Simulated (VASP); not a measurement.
LiCl: single point with PBE

The system is LiCl.

```xyz
2
Lattice="0.0000 2.5902 2.5902 2.5902 0.0000 2.5902 2.5902 2.5902 0.0000" Properties=species:S:1:pos:R:3 pbc="T T T"
Li    0.0000    0.0000    0.0000
Cl    2.5902    2.5902    2.5902
```

This cell differs from its parent crystal: volume scaled by 1.03.

- Program: VASP 6.6.1
- Task: single point
- Functional: PBE
- Potentials or basis: VASP PAW PBE potentials, release 64 (Li_sv, Cl)
- Cutoff: 520 eV
- k mesh: 9 × 9 × 9
- Occupations: fermi-dirac, width 0.03 eV
- Spin: no spin polarisation
- Dipole correction: no
- Further INCAR settings: ALGO = Normal; EDIFF = 1e-06; NBANDS = 12

```
Band gap on the k mesh : 6.17 eV, direct
```

Levels at points of the mesh, in eV from the valence-band top:
| k point | band 3 | band 4 | band 5 | band 6 | band 7 | band 8 |
| --- | --- | --- | --- | --- | --- | --- |
| (0.00, 0.00, 0.00) | 0.00 | 0.00 | 0.00 | 6.17 | 11.91 | 11.91 |

Wall time 12 s on 1 thread of AMD EPYC 7R13 Processor (Zen 3) (shared host), peak memory 0.12 GiB.

 A k mesh can miss the band edges.
